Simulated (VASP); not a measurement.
# Si2Sb2Se (Cmmm) in VASP: single point with PBE

Aim: the single point of Si2Sb2Se with PBE.

All numbers are computed with VASP 6.6.1; they aren't measurements. Logs are shortened: lines on timing, memory, paths and dates and some standing lists are left out, and cuts for length are marked.

## 1. The cell of the first run

Symmetry: Cmmm, No. 65, orthorhombic system. The conventional cell has a = 6.429 Å, b = 8.440 Å, c = 5.367 Å, α = 90.00°, β = 90.00°, γ = 90.00°. Si (site symmetry mmm) has 4 Sb at 2.65 Å and 2 Si at 3.21 Å within 3.5 Å. Si (site symmetry mmm) has 4 Sb at 2.65 Å and 2 Se at 2.68 Å and 2 Si at 3.21 Å within 3.5 Å. Sb (site symmetry 2/m) has 4 Si at 2.65 Å and 2 Sb at 3.21 Å within 3.5 Å. Se (site symmetry mmm) has 2 Si at 2.68 Å within 3.5 Å.

## 2. Single point, PBE

Input file INCAR:

```
PREC = Accurate ; ENCUT = 520
EDIFF = 1E-7 ; ISMEAR = 0
SIGMA = 0.1 ; LREAL = False
LASPH = True ; NELM = 60
ALGO = Normal ; ISIF = 2
LWAVE = False ; LCHARG = False
GGA = PE ; NBANDS = 20
```

Input file KPOINTS:

```
Automatic mesh
0
Gamma
  4 4 4
```

Input file POSCAR:

```
Si2Sb2Se
1.0
    3.2142799400     -4.2200717400      0.0000000000
    3.2142799400      4.2200717400      0.0000000000
    0.0000000000      0.0000000000      5.3670018300
Si Sb Se
2 2 1
Direct
    0.0000000000      0.0000000000      0.0000000000
    0.5000000000      0.5000000000      0.0000000000
    0.0000000000      0.5000000000      0.0000000000
    0.5000000000      0.0000000000      0.0000000000
    0.5000000000      0.5000000000      0.5000000000
```

Potentials or basis: VASP PAW PBE potentials, release 64 (Si, Sb, Se).

Launch:

```console
cat potpaw_PBE.64/Si/POTCAR potpaw_PBE.64/Sb/POTCAR potpaw_PBE.64/Se/POTCAR > POTCAR
mpirun -np 1 vasp_std > vasp.out
```

OUTCAR:

```text
PREC = Accurate
   ENCUT = 520
   EDIFF = 1E-7
   ISMEAR = 0
   LREAL = False
   LASPH = True
   NELM = 60
   ISIF = 2
   GGA = PE

 ion  position               nearest neighbor table
   1  0.000  0.000  0.000-   3 2.65   4 2.65   3 2.65   4 2.65
   2  0.500  0.500  0.000-   3 2.65   4 2.65   4 2.65   3 2.65   5 2.68   5 2.68
   3  0.000  0.500  0.000-   1 2.65   2 2.65   1 2.65   2 2.65   4 3.21   4 3.21
   4  0.500  0.000  0.000-   1 2.65   2 2.65   2 2.65   1 2.65   3 3.21   3 3.21
   5  0.500  0.500  0.500-   2 2.68   2 2.68

  LATTYP: Found a base centered orthorhombic cell.
 ALAT       =     6.4285598800
 B/A-ratio  =     1.3129135666
 C/A-ratio  =     0.8348684511

  Lattice vectors:

 A1 = (   3.2142799400,  -4.2200717400,   0.0000000000)
 A2 = (   3.2142799400,   4.2200717400,   0.0000000000)
 A3 = (   0.0000000000,   0.0000000000,   5.3670018300)

Analysis of symmetry for initial positions (statically):
=====================================================================
 Subroutine PRICEL returns:
 Original cell was already a primitive cell.

 Routine SETGRP: Setting up the symmetry group for a
 base centered orthorhombic supercell.

 Subroutine GETGRP returns: Found  8 space group operations
 (whereof  8 operations were pure point group operations)
 out of a pool of  8 trial point group operations.

The static configuration has the point symmetry D_2h.

Analysis of symmetry for dynamics (positions and initial velocities):
=====================================================================
 Subroutine PRICEL returns:
 Original cell was already a primitive cell.

 Routine SETGRP: Setting up the symmetry group for a
 base centered orthorhombic supercell.

 Subroutine GETGRP returns: Found  8 space group operations
 (whereof  8 operations were pure point group operations)
 out of a pool of  8 trial point group operations.

The dynamic configuration has the point symmetry D_2h.

 Subroutine INISYM returns: Found  8 space group operations
 (whereof  8 operations are pure point group operations),
 and found     1 'primitive' translations

----------------------------------------------------------------------------------------

                                     Primitive cell

  volume of cell :     145.6013

  direct lattice vectors                    reciprocal lattice vectors
     3.214279940 -4.220071740  0.000000000     0.155555835 -0.118481398  0.000000000
     3.214279940  4.220071740  0.000000000     0.155555835  0.118481398  0.000000000
     0.000000000  0.000000000  5.367001830     0.000000000  0.000000000  0.186323767

  length of vectors
     5.304771534  5.304771534  5.367001830     0.195538895  0.195538895  0.186323767

  position of ions in fractional coordinates (direct lattice)
     0.000000000  0.000000000  0.000000000
     0.500000000  0.500000000  0.000000000
     0.000000000  0.500000000  0.000000000
     0.500000000  0.000000000  0.000000000
     0.500000000  0.500000000  0.500000000

  ion indices of the primitive-cell ions
   primitive index   ion index
                 1           1
                 2           2
                 3           3
                 4           4
                 5           5

----------------------------------------------------------------------------------------

 KPOINTS: Automatic mesh

Automatic generation of k-mesh.
 Grid dimensions read from file:
 generate k-points for:    4    4    4

 Generating k-lattice:

  Cartesian coordinates                     Fractional coordinates (reciprocal lattice)
     0.038888959 -0.029620350  0.000000000     0.250000000  0.000000000  0.000000000
     0.038888959  0.029620350  0.000000000     0.000000000  0.250000000  0.000000000
     0.000000000  0.000000000  0.046580942     0.000000000  0.000000000  0.250000000

  Length of vectors
     0.048884724  0.048884724  0.046580942

  Shift w.r.t. Gamma in fractional coordinates (k-lattice)
     0.000000000  0.000000000  0.000000000

 Subroutine IBZKPT returns following result:
 ===========================================

 Found     21 irreducible k-points:

 Following reciprocal coordinates:
            Coordinates               Weight
  0.000000  0.000000  0.000000      1.000000
  0.250000  0.000000  0.000000      4.000000
  0.500000  0.000000  0.000000      2.000000
  0.250000  0.250000  0.000000      2.000000
  0.500000  0.250000  0.000000      4.000000
 -0.250000  0.250000  0.000000      2.000000
[... 13 lines left out ...]
 -0.250000  0.250000  0.500000      2.000000
  0.500000  0.500000  0.500000      1.000000
   k-points           NKPTS =     21   k-points in BZ     NKDIM =     21   number of bands    NBANDS=     20
   number of dos      NEDOS =    301   number of ions     NIONS =      5
   total plane-waves  NPLWV =  64000
   dimension x,y,z NGX =    40 NGY =   40 NGZ =   40
   dimension x,y,z NGXF=    80 NGYF=   80 NGZF=   80
   ions per type =               2   2   1
   NGX,Y,Z   is equivalent  to a cutoff of  12.54, 12.54, 12.39 a.u.
   NGXF,Y,Z  is equivalent  to a cutoff of  25.07, 25.07, 24.78 a.u.
 SYSTEM =  unknown system
   PREC   = accura    normal or accurate (medium, high low for compatibility)
   ISTART =      0    job   : 0-new  1-cont  2-samecut
   ICHARG =      2    charge: 1-file 2-atom 10-const
   ISPIN  =      1    spin polarized calculation?
   LNONCOLLINEAR =      F non collinear calculations
   LSORBIT =      F    spin-orbit coupling
   LASPH  =      T    aspherical Exc in radial PAW
   ENCUT  =  520.0 eV  38.22 Ry    6.18 a.u.   9.86  9.86  9.98*2*pi/ulx,y,z
   NELM   =     60;   NELMIN=  2; NELMDL= -5     # of ELM steps
   EDIFF  = 0.1E-06   stopping-criterion for ELM
   LREAL  =      F    real-space projection
   EDIFFG = 0.1E-05   stopping-criterion for IOM
   NSW    =      0    number of steps for IOM
   IBRION =     -1    ionic relax: 0-MD 1-quasi-New 2-CG
   NFREE  =      0    steps in history (QN), initial steepest desc. (CG)
   ISIF   =      2    stress and relaxation
   ISYM   =      2    0-nonsym 1-usesym 2-fastsym
   POTIM  = 0.5000    time-step for ionic-motion
   TEBEG  =    0.0;   TEEND  =   0.0 temperature during run
   PSTRESS=    0.0 pullay stress
   NELECT =      24.0000    total number of electrons
   NUPDOWN=      -1.0000    fix difference up-down
   EMIN   =  10.00;   EMAX   =-10.00  energy-range for DOS
   EFERMI =   0.00;   METHOD = LEGACY
   ISMEAR =     0;   SIGMA  =   0.10  broadening in eV -4-tet -1-fermi 0-gaus
   EFERMI_NEDOS =   21; number of points for ismear=-14 and -15
   IALGO  =     38    algorithm
   IMIX   =      4    mixing-type and parameters
     AMIX     =   0.40;   BMIX     =  1.00
     AMIX_MAG =   1.60;   BMIX_MAG =  1.00
  volume/ion in A,a.u.               =      29.12       196.51
  Fermi-wavevector in a.u.,A,eV,Ry     =   0.897615  1.696247 10.962389  0.805713
  Thomas-Fermi vector in A             =   2.020221
   LORBIT       =      0    0 simple, 1 ext, 2 COOP (PROOUT), +10 PAW based schemes
   GGA     = PE    functional components
   LHFCALC =     F    Hartree Fock is set to
   AEXX    =    0.0000 exact exchange contribution
   IVDW    =     0    specifies the selected vdW correction
   LEPSILON=     F    determine dielectric tensor
   LRPA    =     F    only Hartree local field effects (RPA)
 non-spin polarized calculation
 Gauss-broadening in eV      SIGMA  =   0.10
  energy-cutoff  :      520.00
  volume of cell :      145.60
 maximum number of plane-waves:      3936
   NGX = 19   NGY = 19   NGZ = 19

 number of electron      23.9999998 magnetization

 Free energy of the ion-electron system (eV)
  ---------------------------------------------------
  ext. energy  EPLUGINS =         0.00000000
  ---------------------------------------------------
  free energy    TOTEN  =       -18.61316361 eV

  energy without entropy =      -18.58569024  energy(sigma->0) =      -18.59942692

 E-fermi :   4.3237     XC(G=0):  -8.6035

 val. band max:        4.3031630820   @ k =   0.5000   0.2500   0.2500
 cond. band min:       4.3453606233   @ k =   0.5000   0.2500   0.0000
 fundamental gap:      0.0421975413
 Fermi energy:         4.3236531222

 k-point     1 :       0.0000    0.0000    0.0000
  band No.  band energies     occupation
      1      -8.8845      2.00000
      2      -7.0069      2.00000
      3      -3.8981      2.00000
      4      -1.7758      2.00000
      5      -1.7746      2.00000
      6      -1.3691      2.00000
[... 12 lines left out ...]
     19       9.1334      0.00000
     20      10.3983      0.00000

 k-point     2 :       0.2500    0.0000    0.0000
  band No.  band energies     occupation
      1      -8.6597      2.00000
      2      -6.9600      2.00000
      3      -5.0766      2.00000
      4      -2.5242      2.00000
      5      -1.3569      2.00000
      6      -0.9062      2.00000
[... 12 lines left out ...]
     19       9.7477      0.00000
     20       9.8681      0.00000

 k-point     3 :       0.5000    0.0000    0.0000
  band No.  band energies     occupation
      1      -8.3568      2.00000
      2      -6.8088      2.00000
      3      -6.1087      2.00000
      4      -2.4047      2.00000
      5      -2.1551      2.00000
      6      -0.3400      2.00000
[... 12 lines left out ...]
     19       9.6773      0.00000
     20       9.8942      0.00000

 k-point     4 :       0.2500    0.2500    0.0000
  band No.  band energies     occupation
      1      -8.4092      2.00000
      2      -6.7245      2.00000
      3      -5.8422      2.00000
      4      -3.9833      2.00000
      5      -0.3647      2.00000
      6      -0.2941      2.00000
[... 360 lines left out ...]
 k-point    20 :      -0.2500    0.2500    0.5000
  band No.  band energies     occupation
      1      -7.8033      2.00000
      2      -7.7799      2.00000
      3      -4.5535      2.00000
      4      -3.8859      2.00000
      5      -3.2034      2.00000
      6       0.5151      2.00000
[... 12 lines left out ...]
     19       9.7332      0.00000
     20       9.9359      0.00000

 k-point    21 :       0.5000    0.5000    0.5000
  band No.  band energies     occupation
      1      -7.7751      2.00000
      2      -6.6864      2.00000
      3      -5.5640      2.00000
      4      -4.9763      2.00000
      5      -4.1942      2.00000
      6       1.0033      2.00000
[... 12 lines left out ...]
     19       8.9782      0.00000
     20       9.6326      0.00000

------------------------ aborting loop because EDIFF is reached ----------------------------------------

  FORCE on cell =-STRESS in cart. coord.  units (eV):
  Direction    XX          YY          ZZ          XY          YZ          ZX
  --------------------------------------------------------------------------------------
  -------------------------------------------------------------------------------------
  Total        9.8959493      3.2323923     -4.8152615      0.0000000      0.0000000      0.0000000
  in kB      108.8937044     35.5688130    -52.9864942      0.0000000      0.0000000      0.0000000
  external PRESSURE =      30.4920077 kB  Pullay stress =       0.0000000 kB

 VOLUME and BASIS-vectors are now :
 -----------------------------------------------------------------------------
  energy-cutoff  :      520.00
  volume of cell :      145.60
      direct lattice vectors                 reciprocal lattice vectors
     3.214279940 -4.220071740  0.000000000     0.155555835 -0.118481398  0.000000000
     3.214279940  4.220071740  0.000000000     0.155555835  0.118481398  0.000000000
     0.000000000  0.000000000  5.367001830     0.000000000  0.000000000  0.186323767

 POSITION                                       TOTAL-FORCE (eV/Angst)
 -----------------------------------------------------------------------------------
      0.00000      0.00000      0.00000         0.000000      0.000000      0.000000
      3.21428      0.00000      0.00000         0.000000     -0.000000      0.000000
      1.60714      2.11004      0.00000        -0.000000      0.000000      0.000000
      1.60714     -2.11004      0.00000        -0.000000      0.000000      0.000000
      3.21428      0.00000      2.68350         0.000000     -0.000000      0.000000
 -----------------------------------------------------------------------------------
    total drift:                                0.000000     -0.000000      0.000000

  FREE ENERGIE OF THE ION-ELECTRON SYSTEM (eV)
  ---------------------------------------------------
  free  energy   TOTEN  =       -18.6131636111 eV

  energy  without entropy=      -18.5856902383  energy(sigma->0) =      -18.59942692
```

Run time: 47 s. Hardware: 1 thread of Intel Xeon Platinum 8375C at 2.90GHz (Ice Lake), shared host; peak memory 0.26 GiB.

Results:

```
Free energy            : -18.6132 eV
Pressure               : 3.0 GPa
Band gap on the k mesh : zero (band 12 reaches 5.00 eV, above the bottom of band 13 at 3.50 eV)
```

Caveat: spin-orbit coupling is left out, which moves the levels of the heavy elements.
